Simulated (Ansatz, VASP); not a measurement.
**V: VASP beside Ansatz**

Contents of INCAR:

```
PREC = Accurate ; ENCUT = 520
EDIFF = 1E-6 ; ISMEAR = 0
SIGMA = 0.15 ; LREAL = False
LASPH = True ; NELM = 100
ALGO = Normal ; ISIF = 2
LWAVE = False ; LCHARG = False
GGA = PS ; NBANDS = 20
```

The input KPOINTS:

```
Automatic mesh
0
Gamma
  27 27 14
```

File POSCAR:

```
V
1.0
    2.5737877037      0.0000000000      0.0000000000
   -1.2868938518      2.2289655354      0.0000000000
    0.0000000000      0.0000000000      4.6421385966
V
2
Direct
    0.6666666667      0.3333333333      0.7500000000
    0.3333333333      0.6666666667      0.2500000000
```

Input for Ansatz:

```yaml
crystal:
  lattice:
    - [2.5737877037, 0.0, 0.0]
    - [-1.2868938518, 2.2289655354, 0.0]
    - [0.0, 0.0, 4.6421385966]
  atoms:
    - { symbol: V, position: [0.6666666667, 0.3333333333, 0.75] }
    - { symbol: V, position: [0.3333333333, 0.6666666667, 0.25] }
basis:
  ecutwfc: 420
kpoints:
  mp_grid: { grid: [27, 27, 14] }
hamiltonian:
  xc: pbesol
scf:
  occupations: { method: gaussian, width: 0.15 }
output:
  forces: true
  stress: true
  eigenvalues: true
```

Alike in both runs: task single point; functional PBEsol; k mesh 27 × 27 × 14; occupations gaussian, width 0.15 eV; no spin polarisation.

```csv
,VASP,Ansatz
version,VASP 6.6.1,Ansatz 0.2.0
potentials or method,"VASP PAW PBE potentials, release 64 (V_sv), cutoff 520 eV","scalar-relativistic, plane waves, PAW"
valence electrons in the cell,26,26
```

```csv
,VASP,Ansatz,Ansatz less VASP
gap on the k mesh at the Fermi level (eV),none,none,-
pressure (GPa),0.2,0.1,-0.13
```

VASP's potentials were made for PBE, not for PBEsol. A gap of «none» marks a metal or a gap that the smearing closes.
